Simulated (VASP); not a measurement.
Write the native input for VASP 6.6.1 that does the following.

| Property | Result |
| --- | --- |
| Task | single point |
| Functional | r2SCAN |
| Potentials or basis | VASP PAW PBE potentials, release 64 (Zn, S) |
| Cutoff | 520 eV |
| k mesh | 6 × 6 × 2 |
| Occupations | gaussian, width 0.05 eV |
| Spin | no spin polarisation |
| Dipole correction | no |
| Further INCAR settings | ALGO = Normal; EDIFF = 1e-06; NBANDS = 46 |

ZnS:

```xyz
8
Lattice="3.8849 0.0000 0.0000 -1.9425 3.2985 0.0000 0.0000 0.0000 12.4665" Properties=species:S:1:pos:R:3 pbc="T T T"
Zn    0.0000    0.0000    0.0014
Zn    0.0000    0.0000    6.2347
Zn    0.0000    2.1990    3.1175
Zn    1.9425    1.0995    9.3507
S     0.0000    0.0000    2.3342
S     0.0000    0.0000    8.5674
S     0.0000    2.1990    5.4551
S     1.9425    1.0995   11.6883
```

This cell differs from its parent crystal: strain +0.0200 x Voigt [1, 0, 0, 0, 0, 0].

These files were run (other wordings do the same):

POSCAR

```
ZnS
1.0
    3.8849116535      0.0000000000      0.0000000000
   -1.9424558268      3.2984629249      0.0000000000
    0.0000000000      0.0000000000     12.4664651431
Zn S
4 4
Direct
    0.0000000000      0.0000000000      0.0001143924
    0.0000000000      0.0000000000      0.5001143924
    0.3333333333      0.6666666667      0.2500706174
    0.6666666667      0.3333333333      0.7500706174
    0.0000000000      0.0000000000      0.1872361436
    0.0000000000      0.0000000000      0.6872361436
    0.3333333333      0.6666666667      0.4375788466
    0.6666666667      0.3333333333      0.9375788466
```

INCAR.step1

```
SYSTEM = ZnS
ALGO = Normal
EDIFF = 1E-4
ENCUT = 520
GGA = PE
ISMEAR = 0
LASPH = .True.
LCHARG = .False.
LREAL = .False.
LWAVE = .True.
NBANDS = 46
NELM = 60
PREC = Accurate
SIGMA = 0.05
```

INCAR.step2

```
SYSTEM = ZnS
ALGO = Normal
EDIFF = 1E-6
ENCUT = 520
ISIF = 2
ISMEAR = 0
ISTART = 1
LASPH = .True.
LCHARG = .True.
LELF = .True.
LMIXTAU = .True.
LREAL = .False.
LVHAR = .True.
LWAVE = .False.
METAGGA = R2SCAN
NBANDS = 46
NELM = 60
PREC = Accurate
SIGMA = 0.05
```

KPOINTS

```
k-points
0
Gamma
  6 6 2
  0 0 0
```

Potentials or basis: VASP PAW PBE potentials, release 64 (Zn, S).

Launch:

```console
$ cat potpaw_PBE.64/Zn/POTCAR potpaw_PBE.64/S/POTCAR > POTCAR
$ cp INCAR.step1 INCAR
$ mpirun -np 1 vasp_std > vasp.out
$ cp INCAR.step2 INCAR
$ mpirun -np 1 vasp_std > vasp.out
```

It gave:

```yaml
Pressure: -1.4 GPa
Largest_force: 0.132 eV/Å
Band_gap_on_the_k_mesh: 2.64 eV
```

Caveat: the cell differs from its parent crystal (strain +0.0200 x Voigt [1, 0, 0, 0, 0, 0]); the PAW data sets were made with another functional, which shifts forces and pressure a little.

Run time: 19 min on 1 thread of Oxide Virtual Turin-like Processor, with other jobs on the host, peak memory 0.35 GiB.
